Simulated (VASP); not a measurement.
# Ca (Fm-3m) in VASP: single point with r2SCAN

Aim: the single point of Ca with r2SCAN.

Everything below comes from runs of VASP 6.6.1. Logs are shortened: lines on timing, memory, paths and dates and some standing lists are left out, and cuts for length are marked.

## Step 1: The cell of the first run

Symmetry: Fm-3m, No. 225, cubic system. Conventional cell: a = 5.567 Å, b = 5.567 Å, c = 5.567 Å, α = 90.00°, β = 90.00°, γ = 90.00°. Within 5.2 Å of Ca (site symmetry m-3m) lie 12 Ca at 3.94 Å.

## Step 2: Single point, r2SCAN

The input, POSCAR:

```
Ca
1.0
    0.0000000000      2.7835023282      2.7835023282
    2.7835023282      0.0000000000      2.7835023282
    2.7835023282      2.7835023282      0.0000000000
Ca
1
Direct
    0.0000000000      0.0000000000      0.0000000000
```

The input, INCAR.step1:

```
SYSTEM = Ca
  PREC = Accurate
  ENCUT = 520
  ISMEAR = -1
  SIGMA = 0.1
  LREAL = .FALSE.
  LASPH = .TRUE.
  NELM = 100
  NBANDS = 11
  GGA = PE
  ALGO = Normal
  EDIFF = 1E-4
  LWAVE = .TRUE.
  LCHARG = .FALSE.
```

The input, INCAR.step2:

```
SYSTEM = Ca
  PREC = Accurate
  ENCUT = 520
  EDIFF = 1E-7
  ISMEAR = -1
  SIGMA = 0.1
  LREAL = .FALSE.
  LASPH = .TRUE.
  NELM = 100
  ALGO = Normal
  ISIF = 2
  LWAVE = .FALSE.
  LCHARG = .FALSE.
  METAGGA = R2SCAN
  LMIXTAU = .TRUE.
  NBANDS = 11
  ISTART = 1
```

The input, KPOINTS:

```
regular mesh
0
G
  16 16 16
  0 0 0
```

Potentials or basis: VASP PAW PBE potentials, release 64 (Ca_sv).

On the command line:

```
cat potpaw_PBE.64/Ca_sv/POTCAR > POTCAR
cp INCAR.step1 INCAR
mpirun -np 1 vasp_std > vasp.out
cp INCAR.step2 INCAR
mpirun -np 1 vasp_std > vasp.out
```

OUTCAR:

```text
SYSTEM = Ca
   PREC = Accurate
   ENCUT = 520
   EDIFF = 1E-7
   ISMEAR = -1
   LREAL = .FALSE.
   LASPH = .TRUE.
   NELM = 100
   ISIF = 2
   METAGGA = R2SCAN
   ISTART = 1

 ion  position               nearest neighbor table
   1  0.000  0.000  0.000-

  LATTYP: Found a face centered cubic cell.
 ALAT       =     5.5670046564

  Lattice vectors:

 A1 = (   0.0000000000,   2.7835023282,   2.7835023282)
 A2 = (   2.7835023282,   0.0000000000,   2.7835023282)
 A3 = (   2.7835023282,   2.7835023282,   0.0000000000)

Analysis of symmetry for initial positions (statically):
=====================================================================
 Subroutine PRICEL returns:
 Original cell was already a primitive cell.

 Routine SETGRP: Setting up the symmetry group for a
 face centered cubic supercell.

 Subroutine GETGRP returns: Found 48 space group operations
 (whereof 48 operations were pure point group operations)
 out of a pool of 48 trial point group operations.

The static configuration has the point symmetry O_h .

Analysis of symmetry for dynamics (positions and initial velocities):
=====================================================================
 Subroutine PRICEL returns:
 Original cell was already a primitive cell.

 Routine SETGRP: Setting up the symmetry group for a
 face centered cubic supercell.

 Subroutine GETGRP returns: Found 48 space group operations
 (whereof 48 operations were pure point group operations)
 out of a pool of 48 trial point group operations.

The dynamic configuration has the point symmetry O_h .

 Subroutine INISYM returns: Found 48 space group operations
 (whereof 48 operations are pure point group operations),
 and found     1 'primitive' translations

----------------------------------------------------------------------------------------

                                     Primitive cell

  volume of cell :      43.1325

  direct lattice vectors                    reciprocal lattice vectors
     0.000000000  2.783502328  2.783502328    -0.179629812  0.179629812  0.179629812
     2.783502328  0.000000000  2.783502328     0.179629812 -0.179629812  0.179629812
     2.783502328  2.783502328  0.000000000     0.179629812  0.179629812 -0.179629812

  length of vectors
     3.936466743  3.936466743  3.936466743     0.311127961  0.311127961  0.311127961

  position of ions in fractional coordinates (direct lattice)
     0.000000000  0.000000000  0.000000000

  ion indices of the primitive-cell ions
   primitive index   ion index
                 1           1

----------------------------------------------------------------------------------------

 KPOINTS: regular mesh

Automatic generation of k-mesh.
 Grid dimensions read from file:
 generate k-points for:   16   16   16

 Generating k-lattice:

  Cartesian coordinates                     Fractional coordinates (reciprocal lattice)
    -0.011226863  0.011226863  0.011226863     0.062500000  0.000000000  0.000000000
     0.011226863 -0.011226863  0.011226863     0.000000000  0.062500000  0.000000000
     0.011226863  0.011226863 -0.011226863     0.000000000  0.000000000  0.062500000

  Length of vectors
     0.019445498  0.019445498  0.019445498

  Shift w.r.t. Gamma in fractional coordinates (k-lattice)
     0.000000000  0.000000000  0.000000000

 Subroutine IBZKPT returns following result:
 ===========================================

 Found    145 irreducible k-points:

 Following reciprocal coordinates:
            Coordinates               Weight
  0.000000  0.000000  0.000000      1.000000
  0.062500  0.000000  0.000000      8.000000
  0.125000  0.000000  0.000000      8.000000
  0.187500  0.000000  0.000000      8.000000
  0.250000  0.000000  0.000000      8.000000
  0.312500  0.000000  0.000000      8.000000
[... 16 lines left out ...]
 -0.125000  0.062500  0.000000     24.000000
 -0.062500  0.062500  0.000000     12.000000
 [... further k-points ...]
   k-points           NKPTS =    145   k-points in BZ     NKDIM =    145   number of bands    NBANDS=     11
   number of dos      NEDOS =    301   number of ions     NIONS =      1
   total plane-waves  NPLWV =  27000
   dimension x,y,z NGX =    30 NGY =   30 NGZ =   30
   dimension x,y,z NGXF=    60 NGYF=   60 NGZF=   60
   ions per type =               1
   NGX,Y,Z   is equivalent  to a cutoff of  12.67, 12.67, 12.67 a.u.
   NGXF,Y,Z  is equivalent  to a cutoff of  25.34, 25.34, 25.34 a.u.
 SYSTEM =  Ca
   PREC   = accura    normal or accurate (medium, high low for compatibility)
   ISTART =      1    job   : 0-new  1-cont  2-samecut
   ICHARG =      0    charge: 1-file 2-atom 10-const
   ISPIN  =      1    spin polarized calculation?
   LNONCOLLINEAR =      F non collinear calculations
   LSORBIT =      F    spin-orbit coupling
   LASPH  =      T    aspherical Exc in radial PAW
   ENCUT  =  520.0 eV  38.22 Ry    6.18 a.u.   7.32  7.32  7.32*2*pi/ulx,y,z
   NELM   =    100;   NELMIN=  2; NELMDL=  0     # of ELM steps
   EDIFF  = 0.1E-06   stopping-criterion for ELM
   LREAL  =      F    real-space projection
   EDIFFG = 0.1E-05   stopping-criterion for IOM
   NSW    =      0    number of steps for IOM
   IBRION =     -1    ionic relax: 0-MD 1-quasi-New 2-CG
   NFREE  =      0    steps in history (QN), initial steepest desc. (CG)
   ISIF   =      2    stress and relaxation
   ISYM   =      2    0-nonsym 1-usesym 2-fastsym
   POTIM  = 0.5000    time-step for ionic-motion
   TEBEG  =    0.0;   TEEND  =   0.0 temperature during run
   PSTRESS=    0.0 pullay stress
   NELECT =      10.0000    total number of electrons
   NUPDOWN=      -1.0000    fix difference up-down
   EMIN   =  10.00;   EMAX   =-10.00  energy-range for DOS
   EFERMI =   0.00;   METHOD = LEGACY
   ISMEAR =    -1;   SIGMA  =   0.10  broadening in eV -4-tet -1-fermi 0-gaus
   EFERMI_NEDOS =   21; number of points for ismear=-14 and -15
   IALGO  =     38    algorithm
   IMIX   =      4    mixing-type and parameters
     AMIX     =   0.40;   BMIX     =  1.00
     AMIX_MAG =   1.60;   BMIX_MAG =  1.00
  volume/ion in A,a.u.               =      43.13       291.07
  Fermi-wavevector in a.u.,A,eV,Ry     =   1.005711  1.900518 13.761678  1.011455
  Thomas-Fermi vector in A             =   2.138408
   LORBIT       =      0    0 simple, 1 ext, 2 COOP (PROOUT), +10 PAW based schemes
   METAGGA = R2SCAN    functional components
   LHFCALC =     F    Hartree Fock is set to
   AEXX    =    0.0000 exact exchange contribution
   IVDW    =     0    specifies the selected vdW correction
   LEPSILON=     F    determine dielectric tensor
   LRPA    =     F    only Hartree local field effects (RPA)
 non-spin polarized calculation
  energy-cutoff  :      520.00
  volume of cell :       43.13
 maximum number of plane-waves:      1211
 NGX is ok and might be reduce to    30
   NGX = 15   NGY = 15   NGZ = 15

 number of electron       9.9999998 magnetization

 Free energy of the ion-electron system (eV)
  ---------------------------------------------------
  ext. energy  EPLUGINS =         0.00000000
  ---------------------------------------------------
  free energy    TOTEN  =        -7.05082689 eV

  energy without entropy =       -7.01455835  energy(sigma->0) =       -7.03269262

 E-fermi :   1.9193     XC(G=0):  -8.1474

 val. band max:        1.9178578664   @ k =  -0.3125   0.3750   0.1250
 cond. band min:       1.9398123663   @ k =  -0.3750   0.3750   0.0625
 fundamental gap:      0.0219544999
 Fermi energy:         1.9192802108

 k-point     1 :       0.0000    0.0000    0.0000
  band No.  band energies     occupation
      1     -41.9110      2.00000
      2     -21.9423      2.00000
      3     -21.9423      2.00000
      4     -21.9422      2.00000
      5      -2.3372      2.00000
      6       4.5920      0.00000
      7       4.5920      0.00000
      8       4.5920      0.00000
      9       5.6963      0.00000
     10       5.6963      0.00000
     11      11.4219      0.00000

 k-point     2 :       0.0625    0.0000    0.0000
  band No.  band energies     occupation
      1     -41.9105      2.00000
      2     -21.9475      2.00000
      3     -21.9429      2.00000
      4     -21.9429      2.00000
      5      -2.2675      2.00000
      6       4.5097      0.00000
      7       4.6188      0.00000
      8       4.6188      0.00000
      9       5.6714      0.00000
     10       5.6714      0.00000
     11      11.5062      0.00000

 k-point     3 :       0.1250    0.0000    0.0000
  band No.  band energies     occupation
      1     -41.9091      2.00000
      2     -21.9624      2.00000
      3     -21.9450      2.00000
      4     -21.9449      2.00000
      5      -2.0610      2.00000
      6       4.2814      0.00000
      7       4.6842      0.00000
      8       4.6843      0.00000
      9       5.6186      0.00000
     10       5.6187      0.00000
     11      11.5564      0.00000

 k-point     4 :       0.1875    0.0000    0.0000
  band No.  band energies     occupation
      1     -41.9070      2.00000
      2     -21.9846      2.00000
      3     -21.9480      2.00000
      4     -21.9479      2.00000
      5      -1.7251      2.00000
      6       3.9478      0.00000
      7       4.7390      0.00000
      8       4.7390      0.00000
      9       5.6038      0.00000
     10       5.6038      0.00000
     11      10.7068      0.00000
[... 239 lines left out ...]
 k-point    22 :      -0.1875    0.0625    0.0000
  band No.  band energies     occupation
      1     -41.9058      2.00000
      2     -21.9941      2.00000
      3     -21.9540      2.00000
      4     -21.9477      2.00000
      5      -1.5279      2.00000
      6       3.7984      0.00000
      7       4.6756      0.00000
      8       4.8128      0.00000
      9       5.4405      0.00000
     10       5.7809      0.00000
     11      10.4015      0.00000

 k-point    23 :      -0.1250    0.0625    0.0000
  band No.  band energies     occupation
      1     -41.9081      2.00000
      2     -21.9712      2.00000
      3     -21.9499      2.00000
      4     -21.9449      2.00000
      5      -1.9027      2.00000
      6       4.1377      0.00000
      7       4.6815      0.00000
      8       4.7567      0.00000
      9       5.4680      0.00000
     10       5.7088      0.00000
     11      11.3965      0.00000

 k-point    24 :      -0.0625    0.0625    0.0000
  band No.  band energies     occupation
      1     -41.9097      2.00000
      2     -21.9549      2.00000
      3     -21.9460      2.00000
      4     -21.9432      2.00000
      5      -2.1523      2.00000
      6       4.3862      0.00000
      7       4.6460      0.00000
      8       4.6681      0.00000
      9       5.5754      0.00000
     10       5.6946      0.00000
     11      11.6168      0.00000

 [... further k-points ...]

------------------------ aborting loop because EDIFF is reached ----------------------------------------

  FORCE on cell =-STRESS in cart. coord.  units (eV):
  Direction    XX          YY          ZZ          XY          YZ          ZX
  --------------------------------------------------------------------------------------
  -------------------------------------------------------------------------------------
  Total        0.0152975      0.0152975      0.0152975      0.0000000     -0.0000000      0.0000000
  in kB        0.5682317      0.5682317      0.5682317      0.0000000     -0.0000000      0.0000000
  external PRESSURE =       0.5682317 kB  Pullay stress =       0.0000000 kB

 VOLUME and BASIS-vectors are now :
 -----------------------------------------------------------------------------
  energy-cutoff  :      520.00
  volume of cell :       43.13
      direct lattice vectors                 reciprocal lattice vectors
     0.000000000  2.783502328  2.783502328    -0.179629812  0.179629812  0.179629812
     2.783502328  0.000000000  2.783502328     0.179629812 -0.179629812  0.179629812
     2.783502328  2.783502328  0.000000000     0.179629812  0.179629812 -0.179629812

 POSITION                                       TOTAL-FORCE (eV/Angst)
 -----------------------------------------------------------------------------------
      0.00000      0.00000      0.00000         0.000000     -0.000000     -0.000000
 -----------------------------------------------------------------------------------
    total drift:                               -0.000000     -0.000000      0.000000

  FREE ENERGIE OF THE ION-ELECTRON SYSTEM (eV)
  ---------------------------------------------------
  free  energy   TOTEN  =        -7.0508268920 eV

  energy  without entropy=       -7.0145583486  energy(sigma->0) =       -7.03269262
```

Wall time 7.9 min (1 thread of Intel Xeon 8259CL, shared host); peak memory 0.22 GiB.

What came out:

| Property | Result |
| --- | --- |
| Free energy | -7.0508 eV |
| Pressure | 0.1 GPa |
| Band gap on the k mesh | zero (bands 5 and 6 overlap by 0.57 eV) |

Caveat: the PAW data sets were made with another functional, which shifts forces and pressure a little.
